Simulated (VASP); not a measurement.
# C (Fd-3m) in VASP: notebook

Aim: see how the results for C move with the level of theory and the settings. Levels: LDA, PBE+D3(BJ), PBE. Tasks: single point, relaxation of cell and atoms.

Program: VASP 6.6.1. These are calculated values, not measurements. Logs are shortened: lines on timing, memory, paths and dates and some standing lists are left out, and cuts for length are marked.

**1. The cell of the first run**

The structure is cubic, space group Fd-3m (No. 227). Conventional cell: a = 3.590 Å, b = 3.590 Å, c = 3.590 Å, α = 90.00°, β = 90.00°, γ = 90.00°. C (site symmetry -43m) has 4 C at 1.55 Å within 2.1 Å.

**2. Single point, LDA (volume scaled by 1.02)**

INCAR reads:

```
  PREC = Accurate
  ENCUT = 520
  EDIFF = 1E-6
  ISMEAR = 0
  SIGMA = 0.05
  LREAL = F
  LASPH = T
  NELM = 100
  ALGO = Normal
  ISIF = 2
  LWAVE = F
  LCHARG = F
  GGA = CA
  NBANDS = 11
```

KPOINTS reads:

```
regular mesh
0
Gamma
  13 13 13
```

POSCAR reads:

```
C
1.0
    0.0000000000      1.7951807415      1.7951807415
    1.7951807415      0.0000000000      1.7951807415
    1.7951807415      1.7951807415      0.0000000000
C
2
Direct
    0.7500000000      0.7500000000      0.7500000000
    0.5000000000      0.5000000000      0.5000000000
```

Potentials or basis: VASP PAW LDA potentials, release 64 (C).

The run is started by

```bash
$ cat potpaw_LDA.64/C/POTCAR > POTCAR
$ mpirun -np 1 vasp_std > vasp.out
```

OUTCAR:

```text
PREC = Accurate
   ENCUT = 520
   EDIFF = 1E-6
   ISMEAR = 0
   LREAL = F
   LASPH = T
   NELM = 100
   ISIF = 2
   GGA = CA

 ion  position               nearest neighbor table
   1  0.750  0.750  0.750-   2 1.55   2 1.55   2 1.55   2 1.55
   2  0.500  0.500  0.500-   1 1.55   1 1.55   1 1.55   1 1.55

  LATTYP: Found a face centered cubic cell.
 ALAT       =     3.5903614830

  Lattice vectors:

 A1 = (   0.0000000000,   1.7951807415,   1.7951807415)
 A2 = (   1.7951807415,   0.0000000000,   1.7951807415)
 A3 = (   1.7951807415,   1.7951807415,   0.0000000000)

Analysis of symmetry for initial positions (statically):
=====================================================================
 Subroutine PRICEL returns:
 Original cell was already a primitive cell.

 Routine SETGRP: Setting up the symmetry group for a
 face centered cubic supercell.

 Subroutine GETGRP returns: Found 48 space group operations
 (whereof 24 operations were pure point group operations)
 out of a pool of 48 trial point group operations.

The static configuration has the point symmetry T_d .
 The point group associated with its full space group is O_h .

Analysis of symmetry for dynamics (positions and initial velocities):
=====================================================================
 Subroutine PRICEL returns:
 Original cell was already a primitive cell.

 Routine SETGRP: Setting up the symmetry group for a
 face centered cubic supercell.

 Subroutine GETGRP returns: Found 48 space group operations
 (whereof 24 operations were pure point group operations)
 out of a pool of 48 trial point group operations.

The dynamic configuration has the point symmetry T_d .
 The point group associated with its full space group is O_h .

 Subroutine INISYM returns: Found 48 space group operations
 (whereof 24 operations are pure point group operations),
 and found     1 'primitive' translations

----------------------------------------------------------------------------------------

                                     Primitive cell

  volume of cell :      11.5706

  direct lattice vectors                    reciprocal lattice vectors
     0.000000000  1.795180742  1.795180742    -0.278523487  0.278523487  0.278523487
     1.795180742  0.000000000  1.795180742     0.278523487 -0.278523487  0.278523487
     1.795180742  1.795180742  0.000000000     0.278523487  0.278523487 -0.278523487

  length of vectors
     2.538768952  2.538768952  2.538768952     0.482416831  0.482416831  0.482416831

  position of ions in fractional coordinates (direct lattice)
     0.750000000  0.750000000  0.750000000
     0.500000000  0.500000000  0.500000000

  ion indices of the primitive-cell ions
   primitive index   ion index
                 1           1
                 2           2

----------------------------------------------------------------------------------------

 KPOINTS: regular mesh

Automatic generation of k-mesh.
 Grid dimensions read from file:
 generate k-points for:   13   13   13

 Generating k-lattice:

  Cartesian coordinates                     Fractional coordinates (reciprocal lattice)
    -0.021424884  0.021424884  0.021424884     0.076923077  0.000000000  0.000000000
     0.021424884 -0.021424884  0.021424884     0.000000000  0.076923077  0.000000000
     0.021424884  0.021424884 -0.021424884     0.000000000  0.000000000  0.076923077

  Length of vectors
     0.037108987  0.037108987  0.037108987

  Shift w.r.t. Gamma in fractional coordinates (k-lattice)
     0.000000000  0.000000000  0.000000000

 Subroutine IBZKPT returns following result:
 ===========================================

 Found     84 irreducible k-points:

 Following reciprocal coordinates:
            Coordinates               Weight
  0.000000  0.000000  0.000000      1.000000
  0.076923  0.000000  0.000000      8.000000
  0.153846  0.000000  0.000000      8.000000
  0.230769  0.000000  0.000000      8.000000
  0.307692  0.000000  0.000000      8.000000
  0.384615  0.000000  0.000000      8.000000
[... 16 lines left out ...]
  0.384615  0.153846  0.000000     24.000000
  0.461538  0.153846  0.000000     24.000000
 [... further k-points ...]
   k-points           NKPTS =     84   k-points in BZ     NKDIM =     84   number of bands    NBANDS=     11
   number of dos      NEDOS =    301   number of ions     NIONS =      2
   total plane-waves  NPLWV =   8000
   dimension x,y,z NGX =    20 NGY =   20 NGZ =   20
   dimension x,y,z NGXF=    40 NGYF=   40 NGZF=   40
   ions per type =               2
   NGX,Y,Z   is equivalent  to a cutoff of  13.10, 13.10, 13.10 a.u.
   NGXF,Y,Z  is equivalent  to a cutoff of  26.19, 26.19, 26.19 a.u.
 SYSTEM =  unknown system
   PREC   = accura    normal or accurate (medium, high low for compatibility)
   ISTART =      0    job   : 0-new  1-cont  2-samecut
   ICHARG =      2    charge: 1-file 2-atom 10-const
   ISPIN  =      1    spin polarized calculation?
   LNONCOLLINEAR =      F non collinear calculations
   LSORBIT =      F    spin-orbit coupling
   LASPH  =      T    aspherical Exc in radial PAW
   ENCUT  =  520.0 eV  38.22 Ry    6.18 a.u.   4.72  4.72  4.72*2*pi/ulx,y,z
   NELM   =    100;   NELMIN=  2; NELMDL= -5     # of ELM steps
   EDIFF  = 0.1E-05   stopping-criterion for ELM
   LREAL  =      F    real-space projection
   EDIFFG = 0.1E-04   stopping-criterion for IOM
   NSW    =      0    number of steps for IOM
   IBRION =     -1    ionic relax: 0-MD 1-quasi-New 2-CG
   NFREE  =      0    steps in history (QN), initial steepest desc. (CG)
   ISIF   =      2    stress and relaxation
   ISYM   =      2    0-nonsym 1-usesym 2-fastsym
   POTIM  = 0.5000    time-step for ionic-motion
   TEBEG  =    0.0;   TEEND  =   0.0 temperature during run
   PSTRESS=    0.0 pullay stress
   NELECT =       8.0000    total number of electrons
   NUPDOWN=      -1.0000    fix difference up-down
   EMIN   =  10.00;   EMAX   =-10.00  energy-range for DOS
   EFERMI =   0.00;   METHOD = LEGACY
   ISMEAR =     0;   SIGMA  =   0.05  broadening in eV -4-tet -1-fermi 0-gaus
   EFERMI_NEDOS =   21; number of points for ismear=-14 and -15
   IALGO  =     38    algorithm
   IMIX   =      4    mixing-type and parameters
     AMIX     =   0.40;   BMIX     =  1.00
     AMIX_MAG =   1.60;   BMIX_MAG =  1.00
  volume/ion in A,a.u.               =       5.79        39.04
  Fermi-wavevector in a.u.,A,eV,Ry     =   1.447616  2.735597 28.512253  2.095592
  Thomas-Fermi vector in A             =   2.565550
   LORBIT       =      0    0 simple, 1 ext, 2 COOP (PROOUT), +10 PAW based schemes
   GGA     = CA    functional components
   LHFCALC =     F    Hartree Fock is set to
   AEXX    =    0.0000 exact exchange contribution
   IVDW    =     0    specifies the selected vdW correction
   LEPSILON=     F    determine dielectric tensor
   LRPA    =     F    only Hartree local field effects (RPA)
 non-spin polarized calculation
 Gauss-broadening in eV      SIGMA  =   0.05
  energy-cutoff  :      520.00
  volume of cell :       11.57
 maximum number of plane-waves:       331
   NGX =  9   NGY =  9   NGZ =  9

 number of electron       8.0000000 magnetization

 Free energy of the ion-electron system (eV)
  ---------------------------------------------------
  ext. energy  EPLUGINS =         0.00000000
  ---------------------------------------------------
  free energy    TOTEN  =       -20.21343953 eV

  energy without entropy =      -20.21343953  energy(sigma->0) =      -20.21343953

 E-fermi :   9.7758     XC(G=0): -13.4041

 val. band max:        9.4360292357   @ k =   0.0000   0.0000   0.0000
 cond. band min:      13.4972777784   @ k =   0.3846   0.3846   0.0000
 fundamental gap:      4.0612485427
 Fermi energy:         9.7758115309

 k-point     1 :       0.0000    0.0000    0.0000
  band No.  band energies     occupation
      1     -11.6205      2.00000
      2       9.4360      2.00000
      3       9.4360      2.00000
      4       9.4360      2.00000
      5      14.9229      0.00000
      6      14.9229      0.00000
      7      14.9229      0.00000
      8      22.5435      0.00000
      9      28.1824      0.00000
     10      35.8458      0.00000
     11      35.8458      0.00000

 k-point     2 :       0.0769    0.0000    0.0000
  band No.  band energies     occupation
      1     -11.4589      2.00000
      2       8.3999      2.00000
      3       9.1641      2.00000
      4       9.1641      2.00000
      5      15.2781      0.00000
      6      15.2781      0.00000
      7      15.5338      0.00000
      8      22.6689      0.00000
      9      28.4479      0.00000
     10      33.7714      0.00000
     11      33.7714      0.00000

 k-point     3 :       0.1538    0.0000    0.0000
  band No.  band energies     occupation
      1     -10.9758      2.00000
      2       6.1855      2.00000
      3       8.5500      2.00000
      4       8.5500      2.00000
      5      16.0841      0.00000
      6      16.0841      0.00000
      7      16.5401      0.00000
      8      23.0322      0.00000
      9      29.0396      0.00000
     10      32.1935      0.00000
     11      32.1935      0.00000

 k-point     4 :       0.2308    0.0000    0.0000
  band No.  band energies     occupation
      1     -10.1768      2.00000
      2       3.6393      2.00000
      3       7.8839      2.00000
      4       7.8839      2.00000
      5      16.9002      0.00000
      6      16.9002      0.00000
      7      17.3033      0.00000
      8      23.5631      0.00000
      9      29.4981      0.00000
     10      31.5763      0.00000
     11      31.5763      0.00000
[... 239 lines left out ...]
 k-point    22 :       0.3077    0.1538    0.0000
  band No.  band energies     occupation
      1      -9.2791      2.00000
      2       3.0083      2.00000
      3       5.9448      2.00000
      4       6.5450      2.00000
      5      15.2848      0.00000
      6      19.5729      0.00000
      7      19.6451      0.00000
      8      21.2716      0.00000
      9      29.6433      0.00000
     10      30.3684      0.00000
     11      35.7485      0.00000

 k-point    23 :       0.3846    0.1538    0.0000
  band No.  band energies     occupation
      1      -8.0917      2.00000
      2       0.6358      2.00000
      3       5.6548      2.00000
      4       5.7924      2.00000
      5      15.9580      0.00000
      6      19.9103      0.00000
      7      19.9548      0.00000
      8      21.7969      0.00000
      9      30.0816      0.00000
     10      30.8556      0.00000
     11      36.0395      0.00000

 k-point    24 :       0.4615    0.1538    0.0000
  band No.  band energies     occupation
      1      -6.6707      2.00000
      2      -1.5743      2.00000
      3       5.1094      2.00000
      4       5.6166      2.00000
      5      16.3822      0.00000
      6      19.7941      0.00000
      7      20.1302      0.00000
      8      22.9969      0.00000
      9      29.4720      0.00000
     10      32.1286      0.00000
     11      36.0501      0.00000

 [... further k-points ...]
[... 5 lines left out ...]
  --------------------------------------------------------------------------------------
  -------------------------------------------------------------------------------------
  Total       -1.4244656     -1.4244656     -1.4244656      0.0000000      0.0000000      0.0000000
  in kB     -197.2459125   -197.2459125   -197.2459125      0.0000000      0.0000000      0.0000000
  external PRESSURE =    -197.2459125 kB  Pullay stress =       0.0000000 kB

 VOLUME and BASIS-vectors are now :
 -----------------------------------------------------------------------------
  energy-cutoff  :      520.00
  volume of cell :       11.57
      direct lattice vectors                 reciprocal lattice vectors
     0.000000000  1.795180742  1.795180742    -0.278523487  0.278523487  0.278523487
     1.795180742  0.000000000  1.795180742     0.278523487 -0.278523487  0.278523487
     1.795180742  1.795180742  0.000000000     0.278523487  0.278523487 -0.278523487

 POSITION                                       TOTAL-FORCE (eV/Angst)
 -----------------------------------------------------------------------------------
      2.69277      2.69277      2.69277         0.000000     -0.000000      0.000000
      1.79518      1.79518      1.79518        -0.000000      0.000000     -0.000000
 -----------------------------------------------------------------------------------
    total drift:                                0.000000     -0.000000      0.000000

  FREE ENERGIE OF THE ION-ELECTRON SYSTEM (eV)
  ---------------------------------------------------
  free  energy   TOTEN  =       -20.2134395326 eV

  energy  without entropy=      -20.2134395326  energy(sigma->0) =      -20.21343953
```

Wall time 5.7 s (1 thread of Intel Xeon 6975P-C, shared host); peak memory 0.12 GiB.

Results:

```
Free energy            : -20.2134 eV
Pressure               : -19.7 GPa
Band gap on the k mesh : 4.06 eV, indirect (least direct gap 5.49 eV)
```

Levels at points of the mesh, in eV from the valence-band top:
```tsv
k point	band 1	band 2	band 3	band 4	band 5	band 6	band 7	band 8
(0.00, 0.00, 0.00)	-21.06	0.00	0.00	0.00	5.49	5.49	5.49	13.11
```

**3. Single point, LDA (volume scaled by 1.04)**

INCAR reads:

```
  ALGO = Normal
  EDIFF = 1E-6
  ENCUT = 520
  ISIF = 2
  ISMEAR = 0
  LASPH = True
  LCHARG = False
  LREAL = False
  LWAVE = False
  NBANDS = 11
  NELM = 80
  PREC = Accurate
  SIGMA = 0.05
```

KPOINTS reads:

```
k-points
0
Gamma
  13 13 13
```

POSCAR reads:

```
C
1.0
    0.0000000000      1.8068380860      1.8068380860
    1.8068380860      0.0000000000      1.8068380860
    1.8068380860      1.8068380860      0.0000000000
C
2
Direct
    0.7500000000      0.7500000000      0.7500000000
    0.5000000000      0.5000000000      0.5000000000
```

Potentials or basis: VASP PAW LDA potentials, release 64 (C).

The run is started by

```bash
$ cat potpaw_LDA.64/C/POTCAR > POTCAR
$ mpirun -np 1 vasp_std > vasp.out
```

It took 5.4 s on 1 thread of Intel Xeon 6975P-C, shared host; peak memory 0.11 GiB.

It converged, with:

- Free energy: -20.1806 eV
- Pressure: -27.1 GPa
- Band gap on the k mesh: 4.02 eV, indirect (least direct gap 5.43 eV)

Levels at points of the mesh, in eV from the valence-band top:
```tsv
k point	band 2	band 3	band 4	band 5	band 6	band 7
(0.00, 0.00, 0.00)	0.00	0.00	0.00	5.43	5.43	5.43
```

(Continued in part 2 of 2.)
